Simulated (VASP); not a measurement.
## CuI: single point with PBE

CuI:

```
Cu I
1.0
     4.05511    0.00000    0.00000
     0.00000    3.94035    0.00000
     0.00000    0.00000    6.34568
Cu I
2 2
Cartesian
  2.0276 1.9702 -0.0341
  0.0000 0.0000 0.0341
  2.0276 0.0000 1.7167
  0.0000 1.9702 4.6290
```

This cell differs from its parent crystal: uniaxial y strain -2.8%.

```json
{
  "Program": "VASP 6.6.1",
  "Task": "single point",
  "Functional": "PBE",
  "Potentials or basis": "VASP PAW PBE potentials, release 64 (Cu, I)",
  "Cutoff": "520 eV",
  "k mesh": "6 × 6 × 4",
  "Occupations": "fermi-dirac, width 0.02 eV",
  "Spin": "no spin polarisation"
}
```

```json
{
  "Pressure": "3.1 GPa",
  "Largest force": "0.172 eV/Å",
  "Band gap on the k mesh": "1.54 eV"
}
```

Forces in eV/Å, atoms in the order of the input:
```
Cu   0.000  0.000 -0.005
Cu   0.000  0.000  0.005
I    0.000  0.000  0.172
I    0.000  0.000 -0.172
```

Stress tensor (GPa, compression positive):
```
2.43 0.00 0.00
0.00 4.06 0.00
0.00 0.00 2.92
```

Levels at points of the mesh, in eV from the valence-band top:
| k point | band 15 | band 16 | band 17 | band 18 | band 19 | band 20 | band 21 | band 22 |
| --- | --- | --- | --- | --- | --- | --- | --- | --- |
| (0.00, 0.00, 0.00) | -1.30 | -1.05 | -0.08 | 0.00 | 1.54 | 3.03 | 3.53 | 4.58 |
| (0.50, 0.00, 0.00) | -1.38 | -1.38 | -0.55 | -0.55 | 3.83 | 3.83 | 4.87 | 4.87 |
| (0.00, 0.50, 0.00) | -1.31 | -1.31 | -0.60 | -0.60 | 3.66 | 3.66 | 4.65 | 4.65 |
| (0.50, 0.50, 0.00) | -1.85 | -1.85 | -1.24 | -1.24 | 2.37 | 2.37 | 2.54 | 2.54 |
| (0.00, 0.00, 0.50) | -1.38 | -1.30 | -0.53 | -0.43 | 3.29 | 3.42 | 3.75 | 4.21 |
| (0.50, 0.00, 0.50) | -0.91 | -0.91 | -0.51 | -0.51 | 2.13 | 2.13 | 5.27 | 5.27 |
| (0.00, 0.50, 0.50) | -0.84 | -0.84 | -0.57 | -0.57 | 2.02 | 2.02 | 5.05 | 5.05 |
| (0.50, 0.50, 0.50) | -1.85 | -1.85 | -1.11 | -1.11 | 4.00 | 4.00 | 4.10 | 4.10 |

Run time: 2.9 min on 1 thread of Oxide Virtual Turin-like Processor, on a shared host, peak memory 0.23 GiB.

Caveat: the cell differs from its parent crystal (uniaxial y strain -2.8%); the cell stands under pressure; spin-orbit coupling is left out, which moves the levels of the heavy elements; this functional lacks dispersion, which binds layers or chains, so the pressure and a relaxed spacing across them are unreliable. A k mesh can miss the band edges.
